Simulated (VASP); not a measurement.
# Si2Mo (C2/m) in VASP: single point with PBE

Aim: the single point of Si2Mo with PBE.

All numbers are computed with VASP 6.6.1; they aren't measurements. Logs are shortened: lines on timing, memory, paths and dates and some standing lists are left out, and cuts for length are marked.

## 1. The cell of the first run

The structure is monoclinic, space group C2/m (No. 12). Conventional cell: a = 8.473 Å, b = 3.131 Å, c = 3.131 Å, α = 90.00°, β = 111.69°, γ = 90.00°. Si (site symmetry m) has 9 Si at 2.54 to 3.13 Å and 5 Mo at 2.54 to 2.64 Å within 3.4 Å. Within 3.4 Å of Mo (site symmetry 2/m) lie 10 Si at 2.54 to 2.64 Å and 4 Mo at 3.13 Å.

## 2. Single point, PBE (atoms displaced along a vibrational mode, the cell strained)

Contents of INCAR:

```
SYSTEM = Si2Mo
ALGO     = Normal         ! electronic algorithm
EDIFF    = 1E-6           ! SCF threshold, eV
ENCUT    = 520            ! plane-wave cutoff, eV
GGA      = PE             ! functional
ISIF     = 2              ! what is computed and relaxed
ISMEAR   = 0              ! smearing method
LASPH    = .TRUE.         ! aspherical terms in the spheres
LCHARG   = .FALSE.        ! write CHGCAR
LREAL    = .FALSE.        ! projectors in reciprocal space
LWAVE    = .FALSE.        ! write WAVECAR
NBANDS   = 18             ! bands
NELM     = 60             ! most SCF steps
PREC     = Accurate       ! precision mode
SIGMA    = 0.15           ! smearing width, eV
```

Contents of KPOINTS:

```
k-points
0
G
  18 18 18
  0 0 0
```

Contents of POSCAR:

```
Si2Mo
1.0
   -1.5655392978      1.5655392978      3.9366136217
    1.5655392978     -1.5655392978      3.9366136217
    1.5655392978      1.5655392978     -3.9366136217
Si Mo
2 1
Direct
    0.3350971189      0.3227563204     -0.0123407985
    0.6649028811      0.6772436796      0.0123407985
    0.0000000000      0.0000000000      0.0000000000
```

Potentials or basis: VASP PAW PBE potentials, release 64 (Si, Mo_sv).

The run is started by

```console
$ cat potpaw_PBE.64/Si/POTCAR potpaw_PBE.64/Mo_sv/POTCAR > POTCAR
$ mpirun -np 1 vasp_std > vasp.out
```

OUTCAR:

```text
SYSTEM = Si2Mo
   EDIFF = 1E-6
   ENCUT = 520
   GGA = PE
   ISIF = 2
   ISMEAR = 0
   LASPH = .TRUE.
   LREAL = .FALSE.
   NELM = 60
   PREC = Accurate

 ion  position               nearest neighbor table
   1  0.335  0.323  0.988-   2 2.54   2 2.54   3 2.54   3 2.54   3 2.59   3 2.59   2 2.60   2 2.64
                             2 2.64   3 2.64
   2  0.665  0.677  0.012-   1 2.54   1 2.54   3 2.54   3 2.54   3 2.59   3 2.59   1 2.60   1 2.64
                             1 2.64   3 2.64
   3  0.000  0.000  0.000-   2 2.54   1 2.54   2 2.54   1 2.54   1 2.59   2 2.59   2 2.59   1 2.59
                             1 2.64   2 2.64

  LATTYP: Found a body centered tetragonal cell.
 ALAT       =     3.1310785956
 C/A-ratio  =     2.5145415559

  Lattice vectors:

 A1 = (  -1.5655392978,   1.5655392978,   3.9366136217)
 A2 = (   1.5655392978,  -1.5655392978,   3.9366136217)
 A3 = (   1.5655392978,   1.5655392978,  -3.9366136217)

Analysis of symmetry for initial positions (statically):
=====================================================================
 Subroutine PRICEL returns:
 Original cell was already a primitive cell.

 Routine SETGRP: Setting up the symmetry group for a
 body centered tetragonal supercell.

 Subroutine GETGRP returns: Found  4 space group operations
 (whereof  4 operations were pure point group operations)
 out of a pool of 16 trial point group operations.

The static configuration has the point symmetry C_2h.

Analysis of symmetry for dynamics (positions and initial velocities):
=====================================================================
 Subroutine PRICEL returns:
 Original cell was already a primitive cell.

 Routine SETGRP: Setting up the symmetry group for a
 body centered tetragonal supercell.

 Subroutine GETGRP returns: Found  4 space group operations
 (whereof  4 operations were pure point group operations)
 out of a pool of 16 trial point group operations.

The dynamic configuration has the point symmetry C_2h.

 Subroutine INISYM returns: Found  4 space group operations
 (whereof  4 operations are pure point group operations),
 and found     1 'primitive' translations

----------------------------------------------------------------------------------------

                                     Primitive cell

  volume of cell :      38.5932

  direct lattice vectors                    reciprocal lattice vectors
    -1.565539298  1.565539298  3.936613622     0.000000000  0.319378760  0.127012719
     1.565539298 -1.565539298  3.936613622     0.319378760  0.000000000  0.127012719
     1.565539298  1.565539298 -3.936613622     0.319378760  0.319378760  0.000000000

  length of vectors
     4.516497912  4.516497912  4.516497912     0.343707759  0.343707759  0.451669774

  position of ions in fractional coordinates (direct lattice)
     0.335097119  0.322756320  0.987659202
     0.664902881  0.677243680  0.012340798
     0.000000000  0.000000000  0.000000000

  ion indices of the primitive-cell ions
   primitive index   ion index
                 1           1
                 2           2
                 3           3

----------------------------------------------------------------------------------------

 KPOINTS: k-points

Automatic generation of k-mesh.
 Grid dimensions read from file:
 generate k-points for:   18   18   18

 Generating k-lattice:

  Cartesian coordinates                     Fractional coordinates (reciprocal lattice)
     0.000000000  0.017743264  0.007056262     0.055555556  0.000000000  0.000000000
     0.017743264  0.000000000  0.007056262     0.000000000  0.055555556  0.000000000
     0.017743264  0.017743264  0.000000000     0.000000000  0.000000000  0.055555556

  Length of vectors
     0.019094875  0.019094875  0.025092765

  Shift w.r.t. Gamma in fractional coordinates (k-lattice)
     0.000000000  0.000000000  0.000000000

 Subroutine IBZKPT returns following result:
 ===========================================

 Found   1550 irreducible k-points:

 Following reciprocal coordinates:
            Coordinates               Weight
  0.000000  0.000000  0.000000      1.000000
  0.055556  0.000000 -0.000000      4.000000
  0.000000  0.055556 -0.000000      2.000000
  0.055556  0.000000 -0.055556      2.000000
  0.111111  0.000000 -0.000000      4.000000
  0.000000  0.111111 -0.000000      2.000000
[... 16 lines left out ...]
  0.444444  0.000000 -0.000000      4.000000
  0.000000  0.444444 -0.000000      2.000000
 [... further k-points ...]
   k-points           NKPTS =   1550   k-points in BZ     NKDIM =   1550   number of bands    NBANDS=     18
   number of dos      NEDOS =    301   number of ions     NIONS =      3
   total plane-waves  NPLWV =  46656
   dimension x,y,z NGX =    36 NGY =   36 NGZ =   36
   dimension x,y,z NGXF=    72 NGYF=   72 NGZF=   72
   ions per type =               2   1
   NGX,Y,Z   is equivalent  to a cutoff of  13.25, 13.25, 13.25 a.u.
   NGXF,Y,Z  is equivalent  to a cutoff of  26.50, 26.50, 26.50 a.u.
 SYSTEM =  Si2Mo
   PREC   = accura    normal or accurate (medium, high low for compatibility)
   ISTART =      0    job   : 0-new  1-cont  2-samecut
   ICHARG =      2    charge: 1-file 2-atom 10-const
   ISPIN  =      1    spin polarized calculation?
   LNONCOLLINEAR =      F non collinear calculations
   LSORBIT =      F    spin-orbit coupling
   LASPH  =      T    aspherical Exc in radial PAW
   ENCUT  =  520.0 eV  38.22 Ry    6.18 a.u.   8.40  8.40  8.40*2*pi/ulx,y,z
   NELM   =     60;   NELMIN=  2; NELMDL= -5     # of ELM steps
   EDIFF  = 0.1E-05   stopping-criterion for ELM
   LREAL  =      F    real-space projection
   EDIFFG = 0.1E-04   stopping-criterion for IOM
   NSW    =      0    number of steps for IOM
   IBRION =     -1    ionic relax: 0-MD 1-quasi-New 2-CG
   NFREE  =      0    steps in history (QN), initial steepest desc. (CG)
   ISIF   =      2    stress and relaxation
   ISYM   =      2    0-nonsym 1-usesym 2-fastsym
   POTIM  = 0.5000    time-step for ionic-motion
   TEBEG  =    0.0;   TEEND  =   0.0 temperature during run
   PSTRESS=    0.0 pullay stress
   NELECT =      22.0000    total number of electrons
   NUPDOWN=      -1.0000    fix difference up-down
   EMIN   =  10.00;   EMAX   =-10.00  energy-range for DOS
   EFERMI =   0.00;   METHOD = LEGACY
   ISMEAR =     0;   SIGMA  =   0.15  broadening in eV -4-tet -1-fermi 0-gaus
   EFERMI_NEDOS =   21; number of points for ismear=-14 and -15
   IALGO  =     38    algorithm
   IMIX   =      4    mixing-type and parameters
     AMIX     =   0.40;   BMIX     =  1.00
     AMIX_MAG =   1.60;   BMIX_MAG =  1.00
  volume/ion in A,a.u.               =      12.86        86.81
  Fermi-wavevector in a.u.,A,eV,Ry     =   1.357413  2.565139 25.069704  1.842571
  Thomas-Fermi vector in A             =   2.484334
   LORBIT       =      0    0 simple, 1 ext, 2 COOP (PROOUT), +10 PAW based schemes
   GGA     = PE    functional components
   LHFCALC =     F    Hartree Fock is set to
   AEXX    =    0.0000 exact exchange contribution
   IVDW    =     0    specifies the selected vdW correction
   LEPSILON=     F    determine dielectric tensor
   LRPA    =     F    only Hartree local field effects (RPA)
 non-spin polarized calculation
 Gauss-broadening in eV      SIGMA  =   0.15
  energy-cutoff  :      520.00
  volume of cell :       38.59
 maximum number of plane-waves:      1062
 NGX is ok and might be reduce to    36
   NGX = 17   NGY = 17   NGZ = 17

 number of electron      21.9999999 magnetization

 Free energy of the ion-electron system (eV)
  ---------------------------------------------------
  ext. energy  EPLUGINS =         0.00000000
  ---------------------------------------------------
  free energy    TOTEN  =       -23.14209055 eV

  energy without entropy =      -23.13922305  energy(sigma->0) =      -23.14065680

 E-fermi :  12.9608     XC(G=0): -12.6287

 val. band max:       12.9583673948   @ k =  -0.3333  -0.3333   0.3889
 cond. band min:      12.9734378923   @ k =  -0.4444   0.5000   0.2778
 fundamental gap:      0.0150704975
 Fermi energy:        12.9608053164

 k-point     1 :       0.0000    0.0000    0.0000
  band No.  band energies     occupation
      1     -47.7543      2.00000
      2     -21.9576      2.00000
      3     -21.8178      2.00000
      4     -21.8121      2.00000
      5      -0.8675      2.00000
      6       6.2022      2.00000
[... 10 lines left out ...]
     17      18.1618      0.00000
     18      18.1879      0.00000

 k-point     2 :       0.0556    0.0000   -0.0000
  band No.  band energies     occupation
      1     -47.7536      2.00000
      2     -21.9568      2.00000
      3     -21.8278      2.00000
      4     -21.8112      2.00000
      5      -0.8085      2.00000
      6       6.2121      2.00000
[... 10 lines left out ...]
     17      18.2420      0.00000
     18      18.5818      0.00000

 k-point     3 :       0.0000    0.0556   -0.0000
  band No.  band energies     occupation
      1     -47.7536      2.00000
      2     -21.9570      2.00000
      3     -21.8219      2.00000
      4     -21.8169      2.00000
      5      -0.8089      2.00000
      6       6.2086      2.00000
[... 10 lines left out ...]
     17      18.2108      0.00000
     18      18.6377      0.00000

 k-point     4 :       0.0556    0.0000   -0.0556
  band No.  band energies     occupation
      1     -47.7536      2.00000
      2     -21.9572      2.00000
      3     -21.8218      2.00000
      4     -21.8169      2.00000
      5      -0.8082      2.00000
      6       6.2153      2.00000
[... 10 lines left out ...]
     17      18.2170      0.00000
     18      18.5671      0.00000

 k-point     5 :       0.1111    0.0000   -0.0000
  band No.  band energies     occupation
      1     -47.7514      2.00000
      2     -21.9544      2.00000
      3     -21.8567      2.00000
      4     -21.8085      2.00000
      5      -0.6329      2.00000
      6       6.2310      2.00000
[... 10 lines left out ...]
     17      18.5086      0.00000
     18      19.4555      0.00000

 k-point     6 :       0.0000    0.1111   -0.0000
  band No.  band energies     occupation
      1     -47.7514      2.00000
      2     -21.9556      2.00000
      3     -21.8497      2.00000
      4     -21.8142      2.00000
      5      -0.6345      2.00000
      6       6.2166      2.00000
[... 10 lines left out ...]
     17      18.4570      0.00000
     18      19.5208      0.00000

 k-point     7 :       0.1111    0.0000   -0.1111
  band No.  band energies     occupation
      1     -47.7514      2.00000
      2     -21.9563      2.00000
      3     -21.8491      2.00000
      4     -21.8142      2.00000
      5      -0.6319      2.00000
      6       6.2447      2.00000
[... 10 lines left out ...]
     17      18.4932      0.00000
     18      19.4201      0.00000

 k-point     8 :       0.1667    0.0000   -0.0000
  band No.  band energies     occupation
      1     -47.7481      2.00000
      2     -21.9507      2.00000
      3     -21.9005      2.00000
      4     -21.8044      2.00000
      5      -0.3453      2.00000
      6       6.2201      2.00000
[... 10 lines left out ...]
     17      19.1283      0.00000
     18      20.5229      0.00000
[... 229 lines left out ...]
     17      20.3804      0.00000
     18      22.3018      0.00000

 k-point    20 :       0.3889    0.0000   -0.0000
  band No.  band energies     occupation
      1     -47.7322      2.00000
      2     -22.1054      2.00000
      3     -21.9325      2.00000
      4     -21.7848      2.00000
      5       1.7465      2.00000
      6       4.5954      2.00000
[... 10 lines left out ...]
     17      19.8908      0.00000
     18      21.4871      0.00000

 k-point    21 :       0.0000    0.3889   -0.0000
  band No.  band energies     occupation
      1     -47.7323      2.00000
      2     -22.1050      2.00000
      3     -21.9269      2.00000
      4     -21.7903      2.00000
      5       1.7146      2.00000
      6       4.5691      2.00000
[... 10 lines left out ...]
     17      19.7174      0.00000
     18      21.4595      0.00000

 k-point    22 :       0.3889    0.0000   -0.3889
  band No.  band energies     occupation
      1     -47.7322      2.00000
      2     -22.1080      2.00000
      3     -21.9246      2.00000
      4     -21.7903      2.00000
      5       1.7654      2.00000
      6       4.6478      2.00000
[... 10 lines left out ...]
     17      20.0420      0.00000
     18      21.4467      0.00000

 k-point    23 :       0.4444    0.0000   -0.0000
  band No.  band energies     occupation
      1     -47.7300      2.00000
      2     -22.1330      2.00000
      3     -21.9300      2.00000
      4     -21.7820      2.00000
      5       2.4347      2.00000
      6       3.8996      2.00000
[... 10 lines left out ...]
     17      19.5767      0.00000
     18      20.6509      0.00000

 k-point    24 :       0.0000    0.4444   -0.0000
  band No.  band energies     occupation
      1     -47.7301      2.00000
      2     -22.1322      2.00000
      3     -21.9247      2.00000
      4     -21.7875      2.00000
      5       2.3752      2.00000
      6       3.9058      2.00000
[... 10 lines left out ...]
     17      19.4219      0.00000
     18      20.5608      0.00000

 [... further k-points ...]

------------------------ aborting loop because EDIFF is reached ----------------------------------------

  FORCE on cell =-STRESS in cart. coord.  units (eV):
  Direction    XX          YY          ZZ          XY          YZ          ZX
  --------------------------------------------------------------------------------------
  -------------------------------------------------------------------------------------
  Total        3.7876408      3.8561217      1.4829491      0.0000000      0.0000000     -0.1807945
  in kB      157.2420280    160.0849778     61.5638945      0.0000000      0.0000000     -7.5055950
  external PRESSURE =     126.2969668 kB  Pullay stress =       0.0000000 kB

 VOLUME and BASIS-vectors are now :
 -----------------------------------------------------------------------------
  energy-cutoff  :      520.00
  volume of cell :       38.59
      direct lattice vectors                 reciprocal lattice vectors
    -1.565539298  1.565539298  3.936613622     0.000000000  0.319378760  0.127012719
     1.565539298 -1.565539298  3.936613622     0.319378760  0.000000000  0.127012719
     1.565539298  1.565539298 -3.936613622     0.319378760  0.319378760  0.000000000

 POSITION                                       TOTAL-FORCE (eV/Angst)
 -----------------------------------------------------------------------------------
      1.52690      1.56554     -1.29832         0.509784      0.000000     -0.109674
      0.03864      0.00000      5.23493        -0.509784     -0.000000      0.109674
      0.00000      0.00000      0.00000        -0.000000     -0.000000      0.000000
 -----------------------------------------------------------------------------------
    total drift:                                0.000000     -0.000000     -0.000000

  FREE ENERGIE OF THE ION-ELECTRON SYSTEM (eV)
  ---------------------------------------------------
  free  energy   TOTEN  =       -23.1420905459 eV

  energy  without entropy=      -23.1392230507  energy(sigma->0) =      -23.14065680
```

Wall time 11 min (1 thread of AMD EPYC 9R45 (Zen 5), shared host); peak memory 1 GiB.

What came out:

```
Free energy            : -23.1421 eV
Pressure               : 12.6 GPa
Largest force          : 0.521 eV/Å
Band gap on the k mesh : zero (bands 11 and 12 overlap by 0.91 eV)
```

Forces in eV/Å, atoms in the order of the input:
```
Si   0.510  0.000 -0.110
Si  -0.510  0.000  0.110
Mo   0.000  0.000  0.000
```

Levels at points of the mesh, in eV from the Fermi level:
| k point | band 8 | band 9 | band 10 | band 11 | band 12 | band 13 | band 14 | band 15 |
| --- | --- | --- | --- | --- | --- | --- | --- | --- |
| (0.00, 0.00, 0.00) | -3.35 | -2.68 | -2.66 | 0.48 | 2.98 | 3.42 | 3.79 | 3.90 |
| (0.50, 0.00, 0.00) | -4.71 | -2.85 | -2.61 | -0.53 | 2.45 | 3.29 | 3.98 | 4.19 |
| (0.00, 0.50, 0.00) | -4.67 | -2.81 | -2.69 | -0.53 | 2.46 | 3.57 | 4.04 | 4.11 |
| (0.50, 0.00, 0.50) | -4.75 | -2.84 | -2.58 | -0.55 | 2.45 | 3.00 | 3.92 | 4.28 |
| (0.50, 0.50, 0.00) | -5.18 | -4.61 | -3.43 | -1.23 | 2.54 | 2.83 | 2.99 | 3.15 |
| (0.50, 0.50, 0.50) | -2.38 | -0.70 | -0.68 | -0.35 | -0.33 | 0.60 | 4.38 | 5.45 |

Caveat: the cell differs from its parent crystal (atoms displaced along a vibrational mode, the cell strained); the stress differs along the axes, from 6 to 16 GPa.
